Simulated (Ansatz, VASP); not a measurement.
# Two plane-wave programs on Li3H4

```
Li H
1.0
     3.71963   -3.71963    0.00000
     3.71963    3.71963    0.00000
     0.00000    0.00000   25.98449
Li H
3 4
Direct
  0.25000 0.75000 0.31431
  0.25000 0.25000 0.30044
  0.75000 0.75000 0.30044
  0.01677 0.98323 0.30473
  0.48323 0.51677 0.30473
  0.01677 0.51677 0.30473
  0.48323 0.98323 0.30473
```

Alike in both runs: functional PBE; k mesh 8 × 8 × 1; occupations gaussian, width 0.1 eV; no spin polarisation.

Ansatz relaxed the structure, and its values are those at the end. VASP's run is a single point on that final structure, the one shown.

|  | VASP | Ansatz |
| --- | --- | --- |
| version | VASP 6.6.1 | Ansatz 0.2.0 |
| potentials or method | VASP PAW PBE potentials, release 64 (Li_sv, H), cutoff 520 eV | scalar-relativistic, plane waves, PAW |
| valence electrons in the cell | 13 | 13 |

Ansatz gave:

```
gap on the k mesh at the Fermi level (eV) : none
rms of the force components (eV/Å)        : 0.004
```

Problem. Which values does VASP return?

Solution. gap on the k mesh at the Fermi level (eV): none; rms of the force components (eV/Å): 0.002.

A gap of «none» marks a metal or a gap that the smearing closes.

Noted on VASP's run: the cutoff is short for stress, so the pressure is rough.
